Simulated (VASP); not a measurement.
A run of VASP 6.6.1 is set up as follows.

File INCAR:

```
  PREC = Accurate
  ENCUT = 520
  EDIFF = 1E-6
  ISMEAR = -1
  SIGMA = 0.08
  LREAL = F
  LASPH = T
  NELM = 100
  ALGO = Normal
  ISIF = 2
  LWAVE = F
  LCHARG = F
  GGA = PS
  NBANDS = 12
```

The input KPOINTS:

```
regular mesh
0
Gamma
  17 17 17
```

The input POSCAR:

```
Cd
1.0
    0.0000000000      1.8247868319      1.8247868319
    1.8247868319      0.0000000000      1.8247868319
    1.8247868319      1.8247868319      0.0000000000
Cd
1
Direct
    0.0000000000      0.0000000000      0.0000000000
```

Potentials or basis: VASP PAW PBE potentials, release 64 (Cd).

Command:

```console
$ cat potpaw_PBE.64/Cd/POTCAR > POTCAR
$ mpirun -np 1 vasp_std > vasp.out
```

(1) What does it give for the band gap on the k mesh?

(2) Predict the pressure.

## Answers

(1) zero (bands 6 and 7 overlap by 1.33 eV).

(2) 151.2 GPa.

Caveat: the cell stands under pressure; the PAW data sets were made with another functional, which shifts forces and pressure a little.
